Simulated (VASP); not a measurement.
A run of VASP 6.6.1 is set up as follows.

INCAR

```
SYSTEM = As3O2
PREC = Accurate ; ENCUT = 520
EDIFF = 1E-6 ; ISMEAR = 0
SIGMA = 0.1 ; LREAL = .FALSE.
LASPH = .TRUE. ; NELM = 60
ALGO = Normal ; ISIF = 2
LWAVE = .FALSE. ; LCHARG = .FALSE.
GGA = PE ; NBANDS = 22
```

Contents of KPOINTS:

```
regular mesh
0
G
  4 4 6
  0 0 0
```

POSCAR

```
As3O2
1.0
    4.9365915312     -2.3627894474      0.0000000000
    4.9365915312      2.3627894474      0.0000000000
    0.0000000000      0.0000000000      3.7672882004
As O
3 2
Direct
    0.7282864589      0.7282864589      0.0000000000
    0.2717135411      0.2717135411      0.0000000000
    0.0000000000      0.0000000000      0.0000000000
    0.5000000000      0.5000000000      0.0000000000
    0.5000000000      0.5000000000      0.5000000000
```

Potentials or basis: VASP PAW PBE potentials, release 64 (As, O).

Command:

```console
$ cat potpaw_PBE.64/As/POTCAR potpaw_PBE.64/O/POTCAR > POTCAR
$ mpirun -np 1 vasp_std > vasp.out
```

Problem. Predict the pressure.

Solution. 0.1 GPa.

Problem. Predict the largest force.

Solution. 0.039 eV/Å.

Stress tensor (GPa, compression positive):
```
-0.02  0.00  0.00
 0.00  0.29  0.00
 0.00  0.00 -0.06
```

Caveat: the k points lie up to 0.37 Å⁻¹ apart, too coarse for converged energies and pressures of a metal; an odd number of electrons without spin polarisation forces a metal; a magnetic or distorted state may lie lower.
